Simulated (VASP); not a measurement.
# BP2 in VASP: a series of runs

The runs below take BP2 through single point, with PBE.

Program: VASP 6.6.1. These are calculated values, not measurements. Logs are shortened: lines on timing, memory, paths and dates and some standing lists are left out, and cuts for length are marked.

### Step 1. The cell of the first run

Symmetry: P3m1, No. 156, trigonal system. The conventional cell has a = 3.120 Å, b = 3.120 Å, c = 4.161 Å, α = 90.00°, β = 90.00°, γ = 120.00°. B (site symmetry 3m) has 6 P at 2.14 to 2.15 Å within 2.8 Å. P (site symmetry 3m) has 3 B at 2.15 Å and 3 P at 2.56 Å within 2.9 Å. P (site symmetry 3m) has 3 B at 2.14 Å and 3 P at 2.56 Å within 2.8 Å.

### Step 2. Single point, PBE

Contents of INCAR:

```
SYSTEM = BP2
PREC = Accurate
ENCUT = 500
EDIFF = 1E-6
ISMEAR = 0
SIGMA = 0.2
LREAL = .False.
LASPH = .True.
NELM = 120
ALGO = Normal
ISIF = 2
LWAVE = .False.
LCHARG = .True.
GGA = PE
LELF = .True.
LVHAR = .True.
NBANDS = 14
GGA_COMPAT = .False.
```

Contents of KPOINTS:

```
Automatic mesh
0
Gamma
  7 7 3
  0 0 0
```

Contents of POSCAR:

```
BP2
1.0
    3.1195260105      0.0000000000      0.0000000000
   -1.5597630053      2.7015887729      0.0000000000
    0.0000000000      0.0000000000      4.1613047899
B P
1 2
Direct
    0.3333333333      0.6666666667      0.7314378945
    0.0000000000      0.0000000000      0.4471604161
    0.6666666667      0.3333333333      0.0103184594
```

Potentials or basis: VASP PAW PBE potentials, release 64 (B, P).

The run is started by

```console
$ cat potpaw_PBE.64/B/POTCAR potpaw_PBE.64/P/POTCAR > POTCAR
$ mpirun -np 1 vasp_std > vasp.out
```

OUTCAR:

```text
SYSTEM = BP2
   PREC = Accurate
   ENCUT = 500
   EDIFF = 1E-6
   ISMEAR = 0
   LREAL = .False.
   LASPH = .True.
   NELM = 120
   ISIF = 2
   GGA = PE

 ion  position               nearest neighbor table
   1  0.333  0.667  0.731-   3 2.14   3 2.14   3 2.14   2 2.15   2 2.15   2 2.15
   2  0.000  0.000  0.447-   1 2.15   1 2.15   1 2.15   3 2.56   3 2.56   3 2.56   3 2.96   3 2.96
                             3 2.96
   3  0.667  0.333  0.010-   1 2.14   1 2.14   1 2.14   2 2.56   2 2.56   2 2.56   2 2.96   2 2.96
                             2 2.96

  LATTYP: Found a hexagonal cell.
 ALAT       =     3.1195260105
 C/A-ratio  =     1.3339541892

  Lattice vectors:

 A1 = (   3.1195260105,   0.0000000000,   0.0000000000)
 A2 = (  -1.5597630053,   2.7015887729,   0.0000000000)
 A3 = (   0.0000000000,   0.0000000000,   4.1613047899)

Analysis of symmetry for initial positions (statically):
=====================================================================
 Subroutine PRICEL returns:
 Original cell was already a primitive cell.

 Routine SETGRP: Setting up the symmetry group for a
 hexagonal supercell.

 Subroutine GETGRP returns: Found  6 space group operations
 (whereof  6 operations were pure point group operations)
 out of a pool of 24 trial point group operations.

The static configuration has the point symmetry C_3v.

Analysis of symmetry for dynamics (positions and initial velocities):
=====================================================================
 Subroutine PRICEL returns:
 Original cell was already a primitive cell.

 Routine SETGRP: Setting up the symmetry group for a
 hexagonal supercell.

 Subroutine GETGRP returns: Found  6 space group operations
 (whereof  6 operations were pure point group operations)
 out of a pool of 24 trial point group operations.

The dynamic configuration has the point symmetry C_3v.

 Subroutine INISYM returns: Found  6 space group operations
 (whereof  6 operations are pure point group operations),
 and found     1 'primitive' translations

----------------------------------------------------------------------------------------

                                     Primitive cell

  volume of cell :      35.0701

  direct lattice vectors                    reciprocal lattice vectors
     3.119526011  0.000000000  0.000000000     0.320561520  0.185076280  0.000000000
    -1.559763005  2.701588773  0.000000000     0.000000000  0.370152560  0.000000000
     0.000000000  0.000000000  4.161304790     0.000000000  0.000000000  0.240309242

  length of vectors
     3.119526011  3.119526011  4.161304790     0.370152560  0.370152560  0.240309242

  position of ions in fractional coordinates (direct lattice)
     0.333333333  0.666666667  0.731437894
     0.000000000  0.000000000  0.447160416
     0.666666667  0.333333333  0.010318459

  ion indices of the primitive-cell ions
   primitive index   ion index
                 1           1
                 2           2
                 3           3

----------------------------------------------------------------------------------------

 KPOINTS: Automatic mesh

Automatic generation of k-mesh.
 Grid dimensions read from file:
 generate k-points for:    7    7    3

 Generating k-lattice:

  Cartesian coordinates                     Fractional coordinates (reciprocal lattice)
     0.045794503  0.026439469  0.000000000     0.142857143  0.000000000  0.000000000
     0.000000000  0.052878937  0.000000000     0.000000000  0.142857143  0.000000000
     0.000000000  0.000000000  0.080103081     0.000000000  0.000000000  0.333333333

  Length of vectors
     0.052878937  0.052878937  0.080103081

  Shift w.r.t. Gamma in fractional coordinates (k-lattice)
     0.000000000  0.000000000  0.000000000

 Subroutine IBZKPT returns following result:
 ===========================================

 Found     20 irreducible k-points:

 Following reciprocal coordinates:
            Coordinates               Weight
  0.000000  0.000000  0.000000      1.000000
  0.142857 -0.000000  0.000000      6.000000
  0.285714  0.000000  0.000000      6.000000
  0.428571  0.000000  0.000000      6.000000
  0.142857  0.142857  0.000000      6.000000
  0.285714  0.142857  0.000000     12.000000
[... 12 lines left out ...]
  0.428571  0.142857  0.333333     12.000000
  0.285714  0.285714  0.333333     12.000000
   k-points           NKPTS =     20   k-points in BZ     NKDIM =     20   number of bands    NBANDS=     14
   number of dos      NEDOS =    301   number of ions     NIONS =      3
   total plane-waves  NPLWV =  17280
   dimension x,y,z NGX =    24 NGY =   24 NGZ =   30
   dimension x,y,z NGXF=    48 NGYF=   48 NGZF=   60
   ions per type =               1   2
   NGX,Y,Z   is equivalent  to a cutoff of  12.79, 12.79, 11.99 a.u.
   NGXF,Y,Z  is equivalent  to a cutoff of  25.58, 25.58, 23.97 a.u.
 SYSTEM =  BP2
   PREC   = accura    normal or accurate (medium, high low for compatibility)
   ISTART =      0    job   : 0-new  1-cont  2-samecut
   ICHARG =      2    charge: 1-file 2-atom 10-const
   ISPIN  =      1    spin polarized calculation?
   LNONCOLLINEAR =      F non collinear calculations
   LSORBIT =      F    spin-orbit coupling
   LASPH  =      T    aspherical Exc in radial PAW
   ENCUT  =  500.0 eV  36.75 Ry    6.06 a.u.   5.69  5.69  7.59*2*pi/ulx,y,z
   NELM   =    120;   NELMIN=  2; NELMDL= -5     # of ELM steps
   EDIFF  = 0.1E-05   stopping-criterion for ELM
   LREAL  =      F    real-space projection
   EDIFFG = 0.1E-04   stopping-criterion for IOM
   NSW    =      0    number of steps for IOM
   IBRION =     -1    ionic relax: 0-MD 1-quasi-New 2-CG
   NFREE  =      0    steps in history (QN), initial steepest desc. (CG)
   ISIF   =      2    stress and relaxation
   ISYM   =      2    0-nonsym 1-usesym 2-fastsym
   POTIM  = 0.5000    time-step for ionic-motion
   TEBEG  =    0.0;   TEEND  =   0.0 temperature during run
   PSTRESS=    0.0 pullay stress
   NELECT =      13.0000    total number of electrons
   NUPDOWN=      -1.0000    fix difference up-down
   EMIN   =  10.00;   EMAX   =-10.00  energy-range for DOS
   EFERMI =   0.00;   METHOD = LEGACY
   ISMEAR =     0;   SIGMA  =   0.20  broadening in eV -4-tet -1-fermi 0-gaus
   EFERMI_NEDOS =   21; number of points for ismear=-14 and -15
   IALGO  =     38    algorithm
   IMIX   =      4    mixing-type and parameters
     AMIX     =   0.40;   BMIX     =  1.00
     AMIX_MAG =   1.60;   BMIX_MAG =  1.00
  volume/ion in A,a.u.               =      11.69        78.89
  Fermi-wavevector in a.u.,A,eV,Ry     =   1.176008  2.222332 18.816776  1.382994
  Thomas-Fermi vector in A             =   2.312379
   LORBIT       =      0    0 simple, 1 ext, 2 COOP (PROOUT), +10 PAW based schemes
   GGA     = PE    functional components
   LHFCALC =     F    Hartree Fock is set to
   AEXX    =    0.0000 exact exchange contribution
   IVDW    =     0    specifies the selected vdW correction
   LEPSILON=     F    determine dielectric tensor
   LRPA    =     F    only Hartree local field effects (RPA)
 non-spin polarized calculation
 Gauss-broadening in eV      SIGMA  =   0.20
  energy-cutoff  :      500.00
  volume of cell :       35.07
 maximum number of plane-waves:       903
 NGX is ok and might be reduce to    24
   NGX = 11   NGY = 11   NGZ = 15

 number of electron      12.9999999 magnetization

 Free energy of the ion-electron system (eV)
  ---------------------------------------------------
  ext. energy  EPLUGINS =         0.00000000
  ---------------------------------------------------
  free energy    TOTEN  =       -16.09206020 eV

  energy without entropy =      -16.07238285  energy(sigma->0) =      -16.08222152

 E-fermi :   9.4857     XC(G=0): -11.6403

 val. band max:        9.3970608357   @ k =   0.1429  -0.0000   0.0000
 cond. band min:       9.6012036220   @ k =   0.0000   0.2857   0.3333
 fundamental gap:      0.2041427864
 Fermi energy:         9.4856757827

 k-point     1 :       0.0000    0.0000    0.0000
  band No.  band energies     occupation
      1      -7.0437      2.00000
      2       0.0009      2.00000
      3       1.3180      2.00000
      4       9.0486      1.99800
      5       9.0486      1.99800
      6       9.8753      0.00587
      7       9.8753      0.00587
      8      13.8515      0.00000
      9      15.3654      0.00000
     10      16.2646      0.00000
     11      16.4983      0.00000
     12      16.4983      0.00000
     13      18.7820      0.00000
     14      19.6242      0.00000

 k-point     2 :       0.1429   -0.0000    0.0000
  band No.  band energies     occupation
      1      -6.6713      2.00000
      2       0.3020      2.00000
      3       1.6521      2.00000
      4       6.2777      2.00000
      5       7.5658      2.00000
      6       9.3971      1.46908
      7      11.4160      0.00000
      8      13.7615      0.00000
      9      15.1900      0.00000
     10      15.5049      0.00000
     11      15.8916      0.00000
     12      16.6686      0.00000
     13      17.4785      0.00000
     14      18.9713      0.00000

 k-point     3 :       0.2857    0.0000    0.0000
  band No.  band energies     occupation
      1      -5.5661      2.00000
      2       0.7636      2.00000
      3       2.5525      2.00000
      4       3.3373      2.00000
      5       6.2414      2.00000
      6       7.6702      2.00000
      7      10.1982      0.00000
      8      12.4342      0.00000
      9      12.9049      0.00000
     10      14.2691      0.00000
     11      16.1641      0.00000
     12      16.5129      0.00000
     13      19.5608      0.00000
     14      20.3057      0.00000
[... 256 lines left out ...]
 k-point    19 :       0.4286    0.1429    0.3333
  band No.  band energies     occupation
      1      -2.0527      2.00000
      2      -1.2202      2.00000
      3       1.0884      2.00000
      4       2.1477      2.00000
      5       4.1248      2.00000
      6       6.5790      2.00000
      7      10.0364      0.00010
      8      11.3449      0.00000
      9      14.1299      0.00000
     10      15.7052      0.00000
     11      15.9019      0.00000
     12      18.5355      0.00000
     13      20.0607      0.00000
     14      21.2830      0.00000

 k-point    20 :       0.2857    0.2857    0.3333
  band No.  band energies     occupation
      1      -2.0098      2.00000
      2      -0.5551      2.00000
      3       1.3150      2.00000
      4       2.1055      2.00000
      5       3.6675      2.00000
      6       4.3135      2.00000
      7      10.8212      0.00000
      8      12.6763      0.00000
      9      13.7388      0.00000
     10      16.5192      0.00000
     11      17.6953      0.00000
     12      18.6838      0.00000
     13      19.3145      0.00000
     14      19.7466      0.00000

------------------------ aborting loop because EDIFF is reached ----------------------------------------

  FORCE on cell =-STRESS in cart. coord.  units (eV):
  Direction    XX          YY          ZZ          XY          YZ          ZX
  --------------------------------------------------------------------------------------
  -------------------------------------------------------------------------------------
  Total       -0.1307832     -0.1307832     -0.0486032      0.0000000      0.0000000      0.0000000
  in kB       -5.9748259     -5.9748259     -2.2204334      0.0000000      0.0000000      0.0000000
  external PRESSURE =      -4.7233618 kB  Pullay stress =       0.0000000 kB

 VOLUME and BASIS-vectors are now :
 -----------------------------------------------------------------------------
  energy-cutoff  :      500.00
  volume of cell :       35.07
      direct lattice vectors                 reciprocal lattice vectors
     3.119526011  0.000000000  0.000000000     0.320561520  0.185076280  0.000000000
    -1.559763005  2.701588773  0.000000000     0.000000000  0.370152560  0.000000000
     0.000000000  0.000000000  4.161304790     0.000000000  0.000000000  0.240309242

 POSITION                                       TOTAL-FORCE (eV/Angst)
 -----------------------------------------------------------------------------------
     -0.00000      1.80106      3.04374        -0.000000      0.000000     -0.031620
      0.00000      0.00000      1.86077         0.000000     -0.000000      0.017579
      1.55976      0.90053      0.04294         0.000000      0.000000      0.014041
 -----------------------------------------------------------------------------------
    total drift:                               -0.000000     -0.000000      0.000140

  FREE ENERGIE OF THE ION-ELECTRON SYSTEM (eV)
  ---------------------------------------------------
  free  energy   TOTEN  =       -16.0920601993 eV

  energy  without entropy=      -16.0723828457  energy(sigma->0) =      -16.08222152
```

It took 13 s on 1 thread of Intel Xeon 8259CL, shared host; peak memory 0.14 GiB.

Results:

* Free energy: -16.0921 eV
* Pressure: -0.5 GPa
* Largest force: 0.032 eV/Å

Forces on the atoms (eV/Å):
```
B    0.000  0.000 -0.032
P    0.000  0.000  0.018
P    0.000  0.000  0.014
```

Stress tensor (GPa, compression positive):
```
-0.60  0.00  0.00
 0.00 -0.60  0.00
 0.00  0.00 -0.22
```

Caveat: the k points lie up to 0.50 Å⁻¹ apart.

### Step 3. Single point, PBE

This run uses another cell than the first one, of 11.66 Å³/atom, 0.997 times its volume.

Contents of INCAR:

```
PREC = Accurate
ENCUT = 500
EDIFF = 1E-6
ISMEAR = 0
SIGMA = 0.2
LREAL = F
LASPH = T
NELM = 120
ALGO = Normal
ISIF = 2
LWAVE = F
LCHARG = F
GGA = PE
NBANDS = 14
GGA_COMPAT = F
```

Contents of KPOINTS:

```
regular mesh
0
Gamma
  6 6 4
```

Contents of POSCAR:

```
BP2
1.0
    3.1310753872     -0.0000000024      0.0000000000
   -1.5655376915      2.7115908277      0.0000000000
    0.0000000000      0.0000000000      4.1189965035
B P
1 2
Direct
    0.6666666667      0.3333333333      0.6035583555
    0.0000000000      0.0000000000      0.3212049657
    0.3333333333      0.6666666667      0.8859329088
```

Potentials or basis: VASP PAW PBE potentials, release 64 (B, P).

The run is started by

```console
$ cat potpaw_PBE.64/B/POTCAR potpaw_PBE.64/P/POTCAR > POTCAR
$ mpirun -np 1 vasp_std > vasp.out
```

OUTCAR:

```text
PREC = Accurate
   ENCUT = 500
   EDIFF = 1E-6
   ISMEAR = 0
   LREAL = F
   LASPH = T
   NELM = 120
   ISIF = 2
   GGA = PE

 ion  position               nearest neighbor table
   1  0.667  0.333  0.604-   2 2.15   2 2.15   2 2.15   3 2.15   3 2.15   3 2.15
   2  0.000  0.000  0.321-   1 2.15   1 2.15   1 2.15   3 2.55   3 2.55   3 2.55   3 2.95   3 2.95
                             3 2.95
   3  0.333  0.667  0.886-   1 2.15   1 2.15   1 2.15   2 2.55   2 2.55   2 2.55   2 2.95   2 2.95
                             2 2.95

  LATTYP: Found a hexagonal cell.
[... 601 lines left out ...]

  FORCE on cell =-STRESS in cart. coord.  units (eV):
  Direction    XX          YY          ZZ          XY          YZ          ZX
  --------------------------------------------------------------------------------------
  -------------------------------------------------------------------------------------
  Total       -0.0428042     -0.0428042     -0.0500005     -0.0000000     -0.0000000      0.0000000
  in kB       -1.9610484     -1.9610484     -2.2907401     -0.0000000     -0.0000000      0.0000000
  external PRESSURE =      -2.0709456 kB  Pullay stress =       0.0000000 kB

 VOLUME and BASIS-vectors are now :
 -----------------------------------------------------------------------------
  energy-cutoff  :      500.00
  volume of cell :       34.97
      direct lattice vectors                 reciprocal lattice vectors
     3.131075387 -0.000000002  0.000000000     0.319379088  0.184393602  0.000000000
    -1.565537692  2.711590828  0.000000000     0.000000000  0.368787204  0.000000000
     0.000000000  0.000000000  4.118996504     0.000000000  0.000000000  0.242777579

 POSITION                                       TOTAL-FORCE (eV/Angst)
 -----------------------------------------------------------------------------------
      1.56554      0.90386      2.48605        -0.000000     -0.000000      0.000126
      0.00000      0.00000      1.32304        -0.000000     -0.000000      0.001501
      0.00000      1.80773      3.64915         0.000000      0.000000     -0.001627
 -----------------------------------------------------------------------------------
    total drift:                                0.000000      0.000000     -0.000064

  FREE ENERGIE OF THE ION-ELECTRON SYSTEM (eV)
  ---------------------------------------------------
  free  energy   TOTEN  =       -16.1166057367 eV

  energy  without entropy=      -16.1028091468  energy(sigma->0) =      -16.10970744
```

OSZICAR:

```text
N       E                     dE             d eps       ncg     rms          rms(c)
DAV:   1     0.223110235152E+02    0.22311E+02   -0.53539E+03   672   0.757E+02
DAV:   2    -0.152580771071E+02   -0.37569E+02   -0.35002E+02   902   0.133E+02
DAV:   3    -0.165944956907E+02   -0.13364E+01   -0.13266E+01   924   0.226E+01
DAV:   4    -0.166024528572E+02   -0.79572E-02   -0.79554E-02   784   0.210E+00
DAV:   5    -0.166025146401E+02   -0.61783E-04   -0.61784E-04   896   0.174E-01    0.799E+00
DAV:   6    -0.161101000790E+02    0.49241E+00   -0.10632E+00   828   0.648E+00    0.414E+00
DAV:   7    -0.161164403452E+02   -0.63403E-02   -0.15769E-01   888   0.228E+00    0.203E+00
DAV:   8    -0.161166196889E+02   -0.17934E-03   -0.50648E-03   822   0.546E-01    0.261E-01
DAV:   9    -0.161165730043E+02    0.46685E-04   -0.16738E-03   834   0.273E-01    0.520E-02
DAV:  10    -0.161165981026E+02   -0.25098E-04   -0.12188E-04   828   0.830E-02    0.274E-02
DAV:  11    -0.161166067022E+02   -0.85996E-05   -0.98805E-06   824   0.225E-02    0.843E-03
DAV:  12    -0.161166057367E+02    0.96547E-06   -0.30715E-06   858   0.104E-02
   1 F= -.16116606E+02 E0= -.16109707E+02  d E =-.137966E-01
```

Run time: 13 s. Hardware: 1 thread of Intel Xeon 8259CL, shared host; peak memory 0.14 GiB.

Results:

- Free energy: -16.1166 eV
- Pressure: -0.2 GPa

Caveat: the k points lie up to 0.39 Å⁻¹ apart.
